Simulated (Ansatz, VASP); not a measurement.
SnSe2 in VASP and in Ansatz

```
Se Sn
1.0
     3.74819    0.00000    0.00000
    -1.87409    3.24602    0.00000
     0.00000    0.00000   32.37601
Se Sn
2 1
Direct
  0.66667 0.33333 0.45056
  0.33333 0.66667 0.54944
  0.00000 0.00000 0.50000
```

Change from the starting cell: biaxial strain -0.020, atoms relaxed.

Alike in both runs: task relaxation of the atoms; functional PBE; dispersion D3(BJ); k mesh 12 × 12 × 1; occupations gaussian, width 0.02 eV; no spin polarisation.

```csv
,VASP,Ansatz
version,VASP 6.6.1,Ansatz 0.2.0
potentials or method,"VASP PAW PBE potentials, release 64 (Se, Sn_d), cutoff 520 eV","scalar-relativistic, plane waves, PAW"
valence electrons in the cell,26,46
```

Ansatz gave:

```
gap on the k mesh at the Fermi level, each at its own relaxed structure (eV) : 0.68
```

Task: What did VASP give for the same quantities?

Result: gap on the k mesh at the Fermi level, each at its own relaxed structure (eV): 0.66.

VASP's potentials hold 26 valence electrons a cell and Ansatz's 46, so a difference there can come from the potentials and not from the codes. Ansatz's warnings: stress scf threshold loose.
